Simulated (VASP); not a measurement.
# MgO5 (R32) in VASP: further runs, part 3 of 3

VASP 6.6.1.

## (4) Single point, PBE, collinear spin, ferromagnetic start

Contents of INCAR:

```
ALGO = Normal
EDIFF = 1E-6
ENCUT = 520
GGA = PE
ISIF = 2
ISMEAR = 0
ISPIN = 2
LASPH = T
LCHARG = F
LORBIT = 11
LREAL = F
LWAVE = F
MAGMOM = 0 1 1 1 1 1
NBANDS = 29
NELM = 150
PREC = Accurate
SIGMA = 0.1
```

Contents of KPOINTS:

```
k-points
0
Gamma
  6 6 6
```

Contents of POSCAR:

```
MgO5
1.0
    2.2944235000      1.3246860300      4.5559347200
   -2.2944235000      1.3246860300      4.5559347200
    0.0000000000     -2.6493720500      4.5559347200
Mg O
1 5
Direct
    0.5000000000      0.5000000000      0.5000000000
    0.3288240000      0.0000000000      0.6711760000
    0.1658830000      0.1658830000      0.1658830000
    0.6711760000      0.3288240000      0.0000000000
    0.0000000000      0.6711760000      0.3288240000
    0.8341170000      0.8341170000      0.8341170000
```

Potentials or basis: VASP PAW PBE potentials, release 64 (Mg, O).

On the command line:

```bash
$ cat potpaw_PBE.64/Mg/POTCAR potpaw_PBE.64/O/POTCAR > POTCAR
$ mpirun -np 1 vasp_std > vasp.out
```

OUTCAR:

```text
EDIFF = 1E-6
   ENCUT = 520
   GGA = PE
   ISIF = 2
   ISMEAR = 0
   ISPIN = 2
   LASPH = T
   LORBIT = 11
   LREAL = F
   NELM = 150
   PREC = Accurate

 ion  position               nearest neighbor table
   1  0.500  0.500  0.500-   3 2.65   3 2.65   6 2.65   6 2.65   3 2.65   6 2.65   4 2.75   4 2.75
                             5 2.75   2 2.75   2 2.75   5 2.75
   2  0.329  0.000  0.671-   1 2.75   1 2.75
   3  0.166  0.166  0.166-   1 2.65   1 2.65   1 2.65
   4  0.671  0.329  0.000-   1 2.75   1 2.75
   5  0.000  0.671  0.329-   1 2.75   1 2.75
   6  0.834  0.834  0.834-   1 2.65   1 2.65   1 2.65

  LATTYP: Found a trigonal (rhomboedric) cell.
 ALAT       =     5.2702669238
 COS(alpha) =     0.6209365267

  Lattice vectors:

 A1 = (   2.2944235000,   1.3246860300,   4.5559347200)
 A2 = (  -2.2944235000,   1.3246860300,   4.5559347200)
 A3 = (   0.0000000000,  -2.6493720500,   4.5559347200)

Analysis of symmetry for initial positions (statically):
=====================================================================
 Subroutine PRICEL returns:
 Original cell was already a primitive cell.

 Routine SETGRP: Setting up the symmetry group for a
 trigonal (rhombohedral) supercell.

 Subroutine GETGRP returns: Found  6 space group operations
 (whereof  6 operations were pure point group operations)
 out of a pool of 12 trial point group operations.

The static configuration has the point symmetry D_3 .

Analysis of symmetry for dynamics (positions and initial velocities):
=====================================================================
 Subroutine PRICEL returns:
 Original cell was already a primitive cell.

 Routine SETGRP: Setting up the symmetry group for a
 trigonal (rhombohedral) supercell.

 Subroutine GETGRP returns: Found  6 space group operations
 (whereof  6 operations were pure point group operations)
 out of a pool of 12 trial point group operations.

The dynamic configuration has the point symmetry D_3 .

Analysis of structural, dynamic, and magnetic symmetry:
=====================================================================
 Subroutine PRICEL returns:
 Original cell was already a primitive cell.

 Routine SETGRP: Setting up the symmetry group for a
 trigonal (rhombohedral) supercell.

 Subroutine GETGRP returns: Found  6 space group operations
 (whereof  6 operations were pure point group operations)
 out of a pool of 12 trial point group operations.

The overall configuration has the point symmetry D_3 .

 Subroutine INISYM returns: Found  6 space group operations
 (whereof  6 operations are pure point group operations),
 and found     1 'primitive' translations

----------------------------------------------------------------------------------------

                                     Primitive cell

  volume of cell :      83.0836

  direct lattice vectors                    reciprocal lattice vectors
     2.294423500  1.324686030  4.555934720     0.217919665  0.125815977  0.073164642
    -2.294423500  1.324686030  4.555934720    -0.217919665  0.125815977  0.073164642
     0.000000000 -2.649372050  4.555934720     0.000000000 -0.251631954  0.073164642

[... 89 lines left out ...]
   ENCUT  =  520.0 eV  38.22 Ry    6.18 a.u.   9.80  9.80  9.80*2*pi/ulx,y,z
   NELM   =    150;   NELMIN=  2; NELMDL= -5     # of ELM steps
   EDIFF  = 0.1E-05   stopping-criterion for ELM
   LREAL  =      F    real-space projection
   EDIFFG = 0.1E-04   stopping-criterion for IOM
   NSW    =      0    number of steps for IOM
   IBRION =     -1    ionic relax: 0-MD 1-quasi-New 2-CG
   NFREE  =      0    steps in history (QN), initial steepest desc. (CG)
   ISIF   =      2    stress and relaxation
   ISYM   =      2    0-nonsym 1-usesym 2-fastsym
   POTIM  = 0.5000    time-step for ionic-motion
   TEBEG  =    0.0;   TEEND  =   0.0 temperature during run
   PSTRESS=    0.0 pullay stress
   NELECT =      32.0000    total number of electrons
   NUPDOWN=      -1.0000    fix difference up-down
   EMIN   =  10.00;   EMAX   =-10.00  energy-range for DOS
[... 5 lines left out ...]
     AMIX     =   0.40;   BMIX     =  1.00
     AMIX_MAG =   1.60;   BMIX_MAG =  1.00
  volume/ion in A,a.u.               =      13.85        93.45
  Fermi-wavevector in a.u.,A,eV,Ry     =   1.191113  2.250878 19.303277  1.418751
  Thomas-Fermi vector in A             =   2.327182
   LORBIT       =     11    0 simple, 1 ext, 2 COOP (PROOUT), +10 PAW based schemes
   GGA     = PE    functional components
   LHFCALC =     F    Hartree Fock is set to
   AEXX    =    0.0000 exact exchange contribution
   IVDW    =     0    specifies the selected vdW correction
   LEPSILON=     F    determine dielectric tensor
   LRPA    =     F    only Hartree local field effects (RPA)
 spin polarized calculation
 Gauss-broadening in eV      SIGMA  =   0.10
  energy-cutoff  :      520.00
  volume of cell :       83.08
 maximum number of plane-waves:      2267
   NGX = 19   NGY = 19   NGZ = 19

 number of electron      31.9999998 magnetization       7.9999559

 Free energy of the ion-electron system (eV)
  ---------------------------------------------------
  ext. energy  EPLUGINS =         0.00000000
  ---------------------------------------------------
  free energy    TOTEN  =       -20.64745127 eV

  energy without entropy =      -20.63258225  energy(sigma->0) =      -20.64001676

 E-fermi :  -0.8131     XC(G=0):  -9.1799

 val. band max:       -0.8204761183   @ k =   0.3333   0.1667   0.1667
 cond. band min:      -0.8056291222   @ k =   0.5000   0.3333   0.3333
 fundamental gap:      0.0148469961
 Fermi energy:        -0.8131404432

 spin component 1

 k-point     1 :       0.0000    0.0000    0.0000
  band No.  band energies     occupation
      1     -19.4419      1.00000
      2     -18.2344      1.00000
      3     -17.9223      1.00000
      4     -17.9223      1.00000
      5     -17.6846      1.00000
      6      -5.3979      1.00000
[... 733 lines left out ...]
     27      13.1936      0.00000
     28      14.7111      0.00000

 [... further k-points ...]

 spin component 2

 k-point     1 :       0.0000    0.0000    0.0000
  band No.  band energies     occupation
      1     -16.9352      1.00000
      2     -15.6160      1.00000
      3     -15.1286      1.00000
      4     -14.9308      1.00000
      5     -14.9308      1.00000
      6      -3.3833      1.00000
[... 733 lines left out ...]
     27      13.6565      0.00000
     28      15.0509      0.00000

 [... further k-points ...]

 [bands above 28 left out]

------------------------ aborting loop because EDIFF is reached ----------------------------------------

  FORCE on cell =-STRESS in cart. coord.  units (eV):
  Direction    XX          YY          ZZ          XY          YZ          ZX
  --------------------------------------------------------------------------------------
  -------------------------------------------------------------------------------------
  Total       -7.3081346     -7.3081346     -7.0278727      0.0000000     -0.0000000      0.0000000
  in kB     -140.9294761   -140.9294764   -135.5249291      0.0000000     -0.0000001      0.0000000
  external PRESSURE =    -139.1279605 kB  Pullay stress =       0.0000000 kB

 VOLUME and BASIS-vectors are now :
 -----------------------------------------------------------------------------
  energy-cutoff  :      520.00
  volume of cell :       83.08
      direct lattice vectors                 reciprocal lattice vectors
     2.294423500  1.324686030  4.555934720     0.217919665  0.125815977  0.073164642
    -2.294423500  1.324686030  4.555934720    -0.217919665  0.125815977  0.073164642
     0.000000000 -2.649372050  4.555934720     0.000000000 -0.251631954  0.073164642

 POSITION                                       TOTAL-FORCE (eV/Angst)
 -----------------------------------------------------------------------------------
      0.00000      0.00000      6.83390        -0.000000     -0.000000      0.000000
      0.75446     -1.34261      4.55593         0.086939      0.150583      0.000000
      0.00000      0.00000      2.26726        -0.000000     -0.000000     -0.087906
      0.78550      1.32469      4.55593        -0.173878     -0.000000      0.000000
     -1.53996      0.01792      4.55593         0.086939     -0.150583      0.000000
      0.00000      0.00000     11.40055        -0.000000      0.000000      0.087906
 -----------------------------------------------------------------------------------
    total drift:                               -0.000000     -0.000000     -0.000000

  FREE ENERGIE OF THE ION-ELECTRON SYSTEM (eV)
  ---------------------------------------------------
  free  energy   TOTEN  =       -20.6474512716 eV

  energy  without entropy=      -20.6325822489  energy(sigma->0) =      -20.64001676

 total charge

# of ion       s       p       d       tot
------------------------------------------
    1        0.077   0.052   0.014   0.144
    2        1.624   2.979   0.000   4.602
    3        1.615   3.037   0.000   4.652
    4        1.624   2.979   0.000   4.602
    5        1.624   2.979   0.000   4.602
    6        1.615   3.037   0.000   4.652
--------------------------------------------------
tot          8.179  15.062   0.014  23.255

 magnetization (x)

# of ion       s       p       d       tot
------------------------------------------
    1       -0.019  -0.009  -0.000  -0.028
    2        0.016   1.421   0.000   1.437
    3        0.013   1.234   0.000   1.247
    4        0.016   1.421   0.000   1.437
    5        0.016   1.421   0.000   1.437
    6        0.013   1.234   0.000   1.247
--------------------------------------------------
tot          0.057   6.722  -0.000   6.779
```

OSZICAR:

```text
N       E                     dE             d eps       ncg     rms          rms(c)
DAV:   1     0.146932178087E+03    0.14693E+03   -0.16007E+04  3712   0.990E+02
DAV:   2    -0.109827975358E+02   -0.15791E+03   -0.14816E+03  4619   0.222E+02
DAV:   3    -0.201751665251E+02   -0.91924E+01   -0.88515E+01  4356   0.504E+01
DAV:   4    -0.202318421172E+02   -0.56676E-01   -0.56654E-01  4290   0.466E+00
DAV:   5    -0.202321437278E+02   -0.30161E-03   -0.30160E-03  4270   0.339E-01    0.108E+01
DAV:   6    -0.209994621963E+02   -0.76732E+00   -0.44109E+00  4393   0.105E+01    0.664E+00
DAV:   7    -0.207382038939E+02    0.26126E+00   -0.29597E+00  4799   0.738E+00    0.412E+00
DAV:   8    -0.206876460394E+02    0.50558E-01   -0.20343E-01  4275   0.336E+00    0.165E+00
DAV:   9    -0.206639416016E+02    0.23704E-01   -0.29642E-01  4157   0.257E+00    0.145E+00
DAV:  10    -0.206475199427E+02    0.16422E-01   -0.95411E-02  4240   0.144E+00    0.245E-01
DAV:  11    -0.206475876090E+02   -0.67666E-04   -0.60233E-03  4297   0.466E-01    0.156E-01
DAV:  12    -0.206474681811E+02    0.11943E-03   -0.15905E-03  4331   0.139E-01    0.887E-02
DAV:  13    -0.206474439536E+02    0.24228E-04   -0.19328E-04  4428   0.714E-02    0.283E-02
DAV:  14    -0.206474516794E+02   -0.77259E-05   -0.29648E-05  4217   0.342E-02    0.104E-02
DAV:  15    -0.206474512716E+02    0.40787E-06   -0.27793E-06  3277   0.929E-03
   1 F= -.20647451E+02 E0= -.20640017E+02  d E =-.148690E-01  mag=     8.0000
```

It took 2.6 min on 1 thread of Intel Xeon Platinum 8488C (Sapphire Rapids), shared host; peak memory 0.33 GiB.

What came out:

```
Free energy                                           : -20.6475 eV
Pressure                                              : -13.9 GPa
Largest force                                         : 0.174 eV/Å
Band gap on the k mesh                                : zero (filled and empty bands overlap)
Net moment                                            : 8.00 μB per cell
Site moments                                          : Mg -0.03; O +1.44, +1.25 μB
Valence electrons inside the program's atomic spheres : Mg 0.14; O 4.60, 4.65
```

Forces on the atoms (eV/Å):
```
Mg   0.000  0.000  0.000
O    0.087  0.151  0.000
O    0.000  0.000 -0.088
O   -0.174  0.000  0.000
O    0.087 -0.151  0.000
O    0.000  0.000  0.088
```

Levels at points of the mesh, in eV from the Fermi level:
Spin up:
| k point | band 18 | band 19 | band 20 | band 21 | band 22 | band 23 |
| --- | --- | --- | --- | --- | --- | --- |
| (0.00, 0.00, 0.00) | -1.21 | -1.06 | -1.06 | 3.60 | 9.99 | 9.99 |
| (0.50, 0.00, 0.00) | -1.47 | -1.33 | -1.30 | 5.24 | 8.68 | 9.74 |
| (0.50, 0.50, 0.00) | -1.50 | -1.44 | -1.37 | 5.53 | 8.75 | 9.44 |
| (0.50, 0.50, 0.50) | -1.65 | -1.06 | -1.06 | 4.91 | 8.43 | 9.96 |
Spin down:
```
           k point  band 9  band 10  band 11  band 12  band 13  band 14  band 15  band 16
(0.00, 0.00, 0.00)   -1.13    -0.93    -0.90    -0.90     0.06     0.06     1.01     1.01
(0.50, 0.00, 0.00)   -1.21    -1.19    -0.33    -0.18     0.30     0.66     0.82     1.25
(0.50, 0.50, 0.00)   -1.11    -0.88    -0.46    -0.24     0.10     0.46     0.81     1.10
(0.50, 0.50, 0.50)   -0.84    -0.84    -0.71    -0.49    -0.03     0.31     0.31     0.66
```

## (5) The runs side by side

| spin | cell | gap on the mesh (eV) | pressure (GPa) | moment (μB) | largest force (eV/Å) |
| --- | --- | --- | --- | --- | --- |
| off | a = 5.270 Å, angles 51.6°, 6 atoms | none | -21.1 | - | 0.20 |
| collinear, ferromagnetic start | a = 4.214 Å, angles 72.3°, 6 atoms | none | -0.3 | 7.95 | 0.01 |
| collinear, ferromagnetic start | a = 5.270 Å, angles 51.6°, 6 atoms | none | -13.9 | 8.00 | 0.17 |

Alike in all rows: task single point; level PBE; potentials or basis VASP PAW PBE potentials, release 64 (Mg, O); k mesh 6 × 6 × 6; cutoff (eV) 520; smearing gaussian 0.1 eV.

Absolute energies hang on the potentials; compare differences alone.
